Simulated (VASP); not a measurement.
A run of VASP 6.6.1:

POSCAR

```
Sr
1.0
    0.0000000000      3.0521104090      3.0521104090
    3.0521104090      0.0000000000      3.0521104090
    3.0521104090      3.0521104090      0.0000000000
Sr
1
Direct
    0.0000000000      0.0000000000      0.0000000000
```

Contents of INCAR.step1:

```
  PREC = Accurate
  ENCUT = 520
  ISMEAR = -1
  SIGMA = 0.1
  LREAL = False
  LASPH = True
  NELM = 60
  NBANDS = 11
  GGA = PE
  ALGO = Normal
  EDIFF = 1E-4
  LWAVE = True
  LCHARG = False
```

INCAR.step2

```
  PREC = Accurate
  ENCUT = 520
  EDIFF = 1E-7
  ISMEAR = -1
  SIGMA = 0.1
  LREAL = False
  LASPH = True
  NELM = 60
  ALGO = Normal
  ISIF = 2
  LWAVE = False
  LCHARG = False
  METAGGA = R2SCAN
  LMIXTAU = True
  NBANDS = 11
  ISTART = 1
```

Contents of KPOINTS:

```
Automatic mesh
0
Gamma
  9 9 9
```

Potentials or basis: VASP PAW PBE potentials, release 64 (Sr_sv).

The run is started by

```sh
$ cat potpaw_PBE.64/Sr_sv/POTCAR > POTCAR
$ cp INCAR.step1 INCAR
$ mpirun -np 1 vasp_std > vasp.out
$ cp INCAR.step2 INCAR
$ mpirun -np 1 vasp_std > vasp.out
```

Hardware: 1 thread of Intel(R) Xeon(R) Platinum 8375C CPU @ 2.90GHz (Ice Lake) (shared host).

**Question.** How long does it take, and how much memory?

**Answer.** It took 52 s on 1 thread of Intel(R) Xeon(R) Platinum 8375C CPU @ 2.90GHz (Ice Lake), with other jobs on the host, peak memory 0.19 GiB. Counts: k points 35.
